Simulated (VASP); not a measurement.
# K: single point with PBEsol

The system is K.

```
K
1.0
    -2.76374    2.76374    2.34918
     2.76374   -2.76374    2.34918
     2.76374    2.76374   -2.34918
K
1
Direct
  0.00000 0.00000 0.00000
```

This cell differs from its parent crystal: ratio of the length along z to the lengths across it x 0.85, volume and fractional coordinates fixed.

```yaml
Program: VASP 6.6.1
Task: single point
Functional: PBEsol
Potentials_or_basis: VASP PAW PBE potentials, release 64 (K_sv)
Cutoff: 520 eV
k_mesh: 14 × 14 × 14
Occupations: gaussian, width 0.15 eV
Spin: no spin polarisation
Dipole_correction: no
Further_INCAR_settings: ALGO = Normal; EDIFF = 1e-06; NBANDS = 10
```

The pressure is 0.0 GPa.

Stress tensor (GPa, compression positive):
```
-0.13  0.00  0.00
 0.00 -0.13  0.00
 0.00  0.00  0.16
```

Levels at points of the mesh, in eV from the Fermi level:
```
           k point  band 1  band 2  band 3  band 4  band 5  band 6  band 7  band 8  band 9
(0.00, 0.00, 0.00)  -31.99  -15.49  -15.49  -15.49   -2.20    3.79    4.66    4.69    4.69
(0.50, 0.00, 0.00)  -31.98  -15.57  -15.52  -15.50    0.58    0.88    2.90    4.94    5.73
(0.50, 0.50, 0.00)  -31.98  -15.57  -15.51  -15.49    0.20    0.44    3.88    4.52    5.42
(0.50, 0.50, 0.50)  -31.98  -15.55  -15.55  -15.53    1.42    1.84    2.94    2.94    4.91
```

Wall time 83 s on 1 thread of AMD EPYC 9R45 96-Core Processor (Zen 5) (shared host), peak memory 0.28 GiB.

Caveat: the PAW data sets were made with another functional, which shifts forces and pressure a little.
